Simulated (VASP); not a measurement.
Write the native input for VASP 6.6.1 that does the following.

```yaml
Task: relaxation of cell and atoms
Functional: r2SCAN
Potentials_or_basis: VASP PAW PBE potentials, release 64 (Cu)
Cutoff: 600 eV
k_mesh: 15 × 15 × 15
Occupations: fermi-dirac, width 0.1 eV
Spin: no spin polarisation
Dipole_correction: no
Further_INCAR_settings: ALGO = Normal; EDIFF = 1e-06; IBRION = 2; EDIFFG = -0.01; NSW = 80; ISIF = 3
```

Cu:

```
Cu
1.0
    -1.44279    1.44279    1.37608
     1.44279   -1.44279    1.37608
     1.44279    1.44279   -1.37608
Cu
1
Direct
  0.00000 0.00000 0.00000
```

These files were run (other wordings do the same):

POSCAR

```
Cu
1.0
   -1.4427930000      1.4427930000      1.3760810000
    1.4427930000     -1.4427930000      1.3760810000
    1.4427930000      1.4427930000     -1.3760810000
Cu
1
Direct
    0.0000000000      0.0000000000      0.0000000000
```

INCAR.step1

```
PREC = Accurate
ENCUT = 600
ISMEAR = -1
SIGMA = 0.1
LREAL = F
LASPH = T
NELM = 100
GGA = PE
ALGO = Normal
EDIFF = 1E-4
LWAVE = T
LCHARG = F
```

INCAR.step2

```
PREC = Accurate
ENCUT = 600
EDIFF = 1E-6
ISMEAR = -1
SIGMA = 0.1
LREAL = F
LASPH = T
NELM = 100
ALGO = Normal
ISIF = 3
LWAVE = F
LCHARG = F
METAGGA = R2SCAN
LMIXTAU = T
IBRION = 2
NSW = 80
EDIFFG = -0.01
ISTART = 1
```

KPOINTS

```
Automatic mesh
0
Gamma
  15 15 15
```

Potentials or basis: VASP PAW PBE potentials, release 64 (Cu).

Command:

```sh
$ cat potpaw_PBE.64/Cu/POTCAR > POTCAR
$ cp INCAR.step1 INCAR
$ mpirun -np 1 vasp_std > vasp.out
$ cp INCAR.step2 INCAR
$ mpirun -np 1 vasp_std > vasp.out
```

It gave:

```yaml
Relaxed_volume: 11.54 Å³/atom
Relaxed_cell: a = 2.467 Å, b = 2.467 Å, c = 2.467 Å, α = 108.22°, β = 108.22°, γ = 112.00°
Space_group_after_relaxing_to_0.05_Å: I4/mmm (No. 139)
Energy_gained_by_relaxing: 0.3 meV/atom
Ionic_steps: 3
Pressure_after_relaxing: 0.0 GPa
```

Caveat: the PAW data sets were made with another functional, which shifts forces and pressure a little.

Run time: 2.8 min on 1 thread of AMD EPYC 9R45 96-Core Processor (Zen 5), with other jobs on the host, peak memory 0.13 GiB.
